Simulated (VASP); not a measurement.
Write the native input for VASP 6.6.1 that does the following.

```yaml
Task: single point
Functional: revPBE
Potentials_or_basis: VASP PAW PBE potentials, release 64 (Sc_sv, Al)
Cutoff: 520 eV
k_mesh: 5 × 5 × 5
Occupations: methfessel-paxton, width 0.15 eV
Spin: no spin polarisation
Dipole_correction: no
Further_INCAR_settings: ALGO = Normal; EDIFF = 1e-07; NBANDS = 18
```

The structure of ScAl3 lies in POSCAR:

```
ScAl3
1.0
    4.0878070000      0.0000000000      0.0000000000
    0.0000000000      4.0878070000      0.0000000000
    0.0000000000      0.0000000000      4.0878070000
Sc Al
1 3
Direct
    0.0000000000      0.0000000000      0.0000000000
    0.5000000000      0.0000000000      0.5000000000
    0.0000000000      0.5000000000      0.5000000000
    0.5000000000      0.5000000000      0.0000000000
```

One way to write it, as run:

INCAR

```
PREC = Accurate ; ENCUT = 520
EDIFF = 1E-7 ; ISMEAR = 1
SIGMA = 0.15 ; LREAL = False
LASPH = True ; NELM = 100
ALGO = Normal ; ISIF = 2
LWAVE = False ; LCHARG = True
GGA = RE ; LELF = True
LVHAR = True ; NBANDS = 18
```

KPOINTS

```
Automatic mesh
0
Gamma
  5 5 5
```

Potentials or basis: VASP PAW PBE potentials, release 64 (Sc_sv, Al).

Launch:

```bash
$ cat potpaw_PBE.64/Sc_sv/POTCAR potpaw_PBE.64/Al/POTCAR > POTCAR
$ mpirun -np 1 vasp_std > vasp.out
```

It gave:

| Item | Value |
| --- | --- |
| Pressure | 2.6 GPa |
| Band gap on the k mesh | zero (band 10 reaches 8.14 eV, above the bottom of band 11 at 5.08 eV) |

Caveat: the PAW data sets were made with another functional, which shifts forces and pressure a little.

Run time: 31 s on 1 thread of Intel Xeon 6975P-C, on a shared host, peak memory 0.16 GiB.
